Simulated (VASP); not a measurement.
Runs of VASP 6.6.1 on Sr2SO. The structure is that of space group P4/mmm (No. 123), or close to it. The cells are those of the table. 

| task | level | cell | cutoff (eV) | gap on the mesh (eV) | pressure (GPa) | relaxed volume (Å³/atom) |
| --- | --- | --- | --- | --- | --- | --- |
| single point | PBE | a = 4.037, b = 4.037, c = 5.715 Å, 4 atoms | 520 | 2.19 | 0.2 | - |
| single point | PBE+D4 | a = 4.007, b = 4.007, c = 5.674 Å, 4 atoms | 520 | 2.17 | 0.2 | - |
| relaxation of cell and atoms | PBE | relaxed from a = 4.043, b = 4.043, c = 5.718 Å, 4 atoms | 600 | 2.19 | 0.0 | - |
| relaxation of cell and atoms | PBE+D4 | relaxed from a = 4.043, b = 4.043, c = 5.718 Å, 4 atoms | 600 | 2.17 | 0.0 | 22.84 |
| relaxation of cell and atoms | r2SCAN+rVV10 | relaxed from a = 4.043, b = 4.043, c = 5.718 Å, 4 atoms | 600 | 2.56 | 0.0 | (a) |
| single point | r2SCAN+rVV10 | a = 4.004, b = 4.004, c = 5.668 Å, 4 atoms | 520 | 2.56 | 0.3 | - |

Alike in all rows: potentials or basis VASP PAW PBE potentials, release 64 (Sr_sv, S, O); no spin polarisation; k mesh 6 × 6 × 4; smearing gaussian 0.01 eV.

Q: Estimate the missing entries.

A: (a) 22.81.

Caveats: the PAW data sets were made with another functional, which shifts forces and pressure a little (at least some runs); the relaxation stopped at its first step, so nothing moved (at least some runs).

A k mesh can miss the band edges, and the runs leave out spin-orbit coupling on Sr.
